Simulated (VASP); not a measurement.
# Si2C (P6_3/mmc) in VASP: a series of runs

Si2C is run at these levels: PBE; tasks: single point, relaxation of cell and atoms.

Program: VASP 6.6.1. These are calculated values, not measurements. Logs are shortened: lines on timing, memory, paths and dates and some standing lists are left out, and cuts for length are marked.

## (1) The cell of the first run

The structure is hexagonal, space group P6_3/mmc (No. 194). The conventional cell has a = 2.752 Å, b = 2.752 Å, c = 10.848 Å, α = 90.00°, β = 90.00°, γ = 120.00°. Within 2.8 Å of Si (site symmetry 3m) lie 3 C at 2.12 Å and 7 Si at 2.75 to 2.80 Å. C (site symmetry -6m2) has 6 Si at 2.12 Å and 6 C at 2.75 Å within 2.8 Å.

## (2) Single point, PBE, collinear spin, ferromagnetic start

Input file INCAR:

```
SYSTEM = Si2C
PREC     = Accurate       ! precision mode
ENCUT    = 520            ! plane-wave cutoff, eV
EDIFF    = 1E-6           ! SCF threshold, eV
ISMEAR   = 0              ! smearing method
SIGMA    = 0.1            ! smearing width, eV
LREAL    = .FALSE.        ! projectors in reciprocal space
LASPH    = .TRUE.         ! aspherical terms in the spheres
NELM     = 150            ! most SCF steps
ALGO     = Normal         ! electronic algorithm
ISIF     = 2              ! what is computed and relaxed
LWAVE    = .FALSE.        ! write WAVECAR
LCHARG   = .FALSE.        ! write CHGCAR
ISPIN    = 2              ! spin polarisation
MAGMOM   = 0 0 0 0 1 1    ! initial moments
LORBIT   = 11             ! projections on sites
GGA      = PE             ! functional
NBANDS   = 25             ! bands
```

Input file KPOINTS:

```
regular mesh
0
G
  6 6 2
  0 0 0
```

Input file POSCAR:

```
Si2C
1.0
    2.7517682300      0.0000000000      0.0000000000
   -1.3758841100      2.3831011900      0.0000000000
    0.0000000000      0.0000000000     10.8481614500
Si C
4 2
Direct
    0.3333333300      0.6666666700      0.6209999900
    0.6666666700      0.3333333300      0.1209999900
    0.3333333300      0.6666666700      0.8790000100
    0.6666666700      0.3333333300      0.3790000100
    0.3333333300      0.6666666700      0.2500000000
    0.6666666700      0.3333333300      0.7500000000
```

Potentials or basis: VASP PAW PBE potentials, release 64 (Si, C).

Command:

```sh
> cat potpaw_PBE.64/Si/POTCAR potpaw_PBE.64/C/POTCAR > POTCAR
> mpirun -np 1 vasp_std > vasp.out
```

OUTCAR:

```text
SYSTEM = Si2C
   PREC = Accurate
   ENCUT = 520
   EDIFF = 1E-6
   ISMEAR = 0
   LREAL = .FALSE.
   LASPH = .TRUE.
   NELM = 150
   ISIF = 2
   ISPIN = 2
   LORBIT = 11
   GGA = PE

 ion  position               nearest neighbor table
   1  0.333  0.667  0.621-   6 2.12   6 2.12   6 2.12   3 2.80   4 3.07   4 3.07   4 3.07
   2  0.667  0.333  0.121-   5 2.12   5 2.12   5 2.12   4 2.80   3 3.07   3 3.07   3 3.07
   3  0.333  0.667  0.879-   6 2.12   6 2.12   6 2.12   1 2.80   2 3.07   2 3.07   2 3.07
   4  0.667  0.333  0.379-   5 2.12   5 2.12   5 2.12   2 2.80   1 3.07   1 3.07   1 3.07
   5  0.333  0.667  0.250-   2 2.12   4 2.12   2 2.12   4 2.12   2 2.12   4 2.12
   6  0.667  0.333  0.750-   1 2.12   3 2.12   1 2.12   3 2.12   1 2.12   3 2.12

  LATTYP: Found a hexagonal cell.
 ALAT       =     2.7517682300
 C/A-ratio  =     3.9422511430

  Lattice vectors:

 A1 = (   2.7517682300,   0.0000000000,   0.0000000000)
 A2 = (  -1.3758841100,   2.3831011900,   0.0000000000)
 A3 = (   0.0000000000,   0.0000000000,  10.8481614500)

Analysis of symmetry for initial positions (statically):
=====================================================================
 Subroutine PRICEL returns:
 Original cell was already a primitive cell.

 Routine SETGRP: Setting up the symmetry group for a
 hexagonal supercell.

 Subroutine GETGRP returns: Found 24 space group operations
 (whereof 12 operations were pure point group operations)
 out of a pool of 24 trial point group operations.

The static configuration has the point symmetry D_3d.
 The point group associated with its full space group is D_6h.

Analysis of symmetry for dynamics (positions and initial velocities):
=====================================================================
 Subroutine PRICEL returns:
 Original cell was already a primitive cell.

 Routine SETGRP: Setting up the symmetry group for a
 hexagonal supercell.

 Subroutine GETGRP returns: Found 24 space group operations
 (whereof 12 operations were pure point group operations)
 out of a pool of 24 trial point group operations.

The dynamic configuration has the point symmetry D_3d.
 The point group associated with its full space group is D_6h.

Analysis of structural, dynamic, and magnetic symmetry:
=====================================================================
 Subroutine PRICEL returns:
 Original cell was already a primitive cell.

 Routine SETGRP: Setting up the symmetry group for a
 hexagonal supercell.

 Subroutine GETGRP returns: Found 24 space group operations
 (whereof 12 operations were pure point group operations)
[... 136 lines left out ...]
   NGX = 11   NGY = 11   NGZ = 41

 number of electron      24.0000000 magnetization       0.0025245

 Free energy of the ion-electron system (eV)
  ---------------------------------------------------
  ext. energy  EPLUGINS =         0.00000000
  ---------------------------------------------------
  free energy    TOTEN  =       -33.75122552 eV

  energy without entropy =      -33.73910319  energy(sigma->0) =      -33.74516435

 E-fermi :   9.6136     XC(G=0): -11.4189

 val. band max:        9.5494318302   @ k =   0.5000   0.0000   0.0000
 cond. band min:       9.6908063025   @ k =   0.1667   0.0000   0.0000
 fundamental gap:      0.1413744723
 Fermi energy:         9.6136355299

 spin component 1

 k-point     1 :       0.0000    0.0000    0.0000
  band No.  band energies     occupation
      1      -6.9351      1.00000
      2      -6.7053      1.00000
      3      -3.2853      1.00000
      4      -1.7589      1.00000
      5       0.2986      1.00000
      6       4.6766      1.00000
[... 367 lines left out ...]
     23      18.5860      0.00000
     24      18.5860      0.00000
 Fermi energy:         9.6136355299

 spin component 2

 k-point     1 :       0.0000    0.0000    0.0000
  band No.  band energies     occupation
      1      -6.9344      1.00000
      2      -6.7047      1.00000
      3      -3.2849      1.00000
      4      -1.7585      1.00000
      5       0.2991      1.00000
      6       4.6771      1.00000
[... 367 lines left out ...]
     23      18.5866      0.00000
     24      18.5866      0.00000
 [bands above 24 left out]

------------------------ aborting loop because EDIFF is reached ----------------------------------------

  FORCE on cell =-STRESS in cart. coord.  units (eV):
  Direction    XX          YY          ZZ          XY          YZ          ZX
  --------------------------------------------------------------------------------------
  -------------------------------------------------------------------------------------
  Total        1.1357008      1.1357008     -8.1988180      0.0000000      0.0000000      0.0000000
  in kB       25.5778492     25.5778491   -184.6508685      0.0000001      0.0000000      0.0000000
  external PRESSURE =     -44.4983901 kB  Pullay stress =       0.0000000 kB

 VOLUME and BASIS-vectors are now :
 -----------------------------------------------------------------------------
  energy-cutoff  :      520.00
  volume of cell :       71.14
      direct lattice vectors                 reciprocal lattice vectors
     2.751768230  0.000000000  0.000000000     0.363402698  0.209810645  0.000000000
    -1.375884110  2.383101190  0.000000000     0.000000000  0.419621292  0.000000000
     0.000000000  0.000000000 10.848161450     0.000000000  0.000000000  0.092181519

 POSITION                                       TOTAL-FORCE (eV/Angst)
 -----------------------------------------------------------------------------------
     -0.00000      1.58873      6.73671        -0.000000     -0.000000      1.674792
      1.37588      0.79437      1.31263        -0.000000     -0.000000      1.674792
     -0.00000      1.58873      9.53553        -0.000000      0.000000     -1.674792
      1.37588      0.79437      4.11145        -0.000000     -0.000000     -1.674792
     -0.00000      1.58873      2.71204         0.000000     -0.000000      0.000000
      1.37588      0.79437      8.13612        -0.000000      0.000000      0.000000
 -----------------------------------------------------------------------------------
    total drift:                               -0.000001      0.000001     -0.000000

  FREE ENERGIE OF THE ION-ELECTRON SYSTEM (eV)
  ---------------------------------------------------
  free  energy   TOTEN  =       -33.7512255206 eV

  energy  without entropy=      -33.7391031874  energy(sigma->0) =      -33.74516435

 total charge

# of ion       s       p       d       tot
------------------------------------------
    1        0.801   0.706   0.000   1.508
    2        0.801   0.706   0.000   1.508
    3        0.801   0.706   0.000   1.508
    4        0.801   0.706   0.000   1.508
    5        0.898   1.457   0.000   2.354
    6        0.898   1.457   0.000   2.354
--------------------------------------------------
tot          5.001   5.739   0.000  10.739

 magnetization (x)

# of ion       s       p       d       tot
------------------------------------------
    1       -0.000   0.000   0.000   0.000
    2       -0.000   0.000   0.000   0.000
    3       -0.000   0.000   0.000   0.000
    4       -0.000   0.000   0.000   0.000
    5        0.000   0.000   0.000   0.000
    6        0.000   0.000   0.000   0.000
--------------------------------------------------
tot          0.000   0.001   0.000   0.001
```

OSZICAR:

```text
N       E                     dE             d eps       ncg     rms          rms(c)
DAV:   1     0.459502633921E+02    0.45950E+02   -0.10289E+04  1400   0.848E+02
DAV:   2    -0.322966901640E+02   -0.78247E+02   -0.72897E+02  1798   0.147E+02
DAV:   3    -0.364421657773E+02   -0.41455E+01   -0.40757E+01  1883   0.290E+01
DAV:   4    -0.364796473251E+02   -0.37482E-01   -0.37451E-01  1719   0.327E+00
DAV:   5    -0.364800113751E+02   -0.36405E-03   -0.36391E-03  1889   0.301E-01    0.116E+01
DAV:   6    -0.338717316875E+02    0.26083E+01   -0.83802E+00  1732   0.164E+01    0.525E+00
DAV:   7    -0.337265946093E+02    0.14514E+00   -0.22452E+00  1592   0.702E+00    0.307E+00
DAV:   8    -0.337548297641E+02   -0.28235E-01   -0.29378E-01  1776   0.280E+00    0.118E+00
DAV:   9    -0.337473570323E+02    0.74727E-02   -0.65603E-02  1717   0.143E+00    0.509E-01
DAV:  10    -0.337500286939E+02   -0.26717E-02   -0.75547E-03  1742   0.411E-01    0.240E-01
DAV:  11    -0.337508557811E+02   -0.82709E-03   -0.12653E-03  1783   0.214E-01    0.121E-01
DAV:  12    -0.337511876910E+02   -0.33191E-03   -0.48904E-04  1705   0.109E-01    0.540E-02
DAV:  13    -0.337512150234E+02   -0.27332E-04   -0.48855E-05  1781   0.339E-02    0.238E-02
DAV:  14    -0.337512232068E+02   -0.81833E-05   -0.62995E-06  1758   0.134E-02    0.105E-02
DAV:  15    -0.337512250028E+02   -0.17961E-05   -0.36162E-06  1291   0.805E-03    0.549E-03
DAV:  16    -0.337512255206E+02   -0.51777E-06   -0.11905E-06  1027   0.538E-03
   1 F= -.33751226E+02 E0= -.33745164E+02  d E =-.121223E-01  mag=     0.0005
```

stdout:

```text
POSCAR found type information on POSCAR SiC
 POSCAR found :  2 types and       6 ions
 scaLAPACK will be used
 LDA part: xc-table for (Slater+PW92), standard interpolation
 POSCAR, INCAR and KPOINTS ok, starting setup
 FFT: planning ... GRIDC
 FFT: planning ... GRID_SOFT
 FFT: planning ... GRID
 WAVECAR not read
 entering main loop
```

It took 60 s on 1 thread of Intel Xeon 6975P-C, shared host; peak memory 0.21 GiB.

Results:

| Item | Value |
| --- | --- |
| Free energy | -33.7512 eV |
| Pressure | -4.4 GPa |
| Largest force | 1.675 eV/Å |
| Band gap on the k mesh | zero (filled and empty bands overlap) |
| Net moment | 0.00 μB per cell |
| Valence electrons inside the program's atomic spheres | Si 1.51; C 2.35 |

Forces on the atoms (eV/Å):
```
Si   0.000  0.000  1.675
Si   0.000  0.000  1.675
Si   0.000  0.000 -1.675
Si   0.000  0.000 -1.675
C    0.000  0.000  0.000
C    0.000  0.000  0.000
```

Caveat: the k points lie up to 0.44 Å⁻¹ apart; forces of over 1 eV/Å act on the atoms, so gaps and moduli don't describe the material at rest.

(Continued in part 2 of 2.)
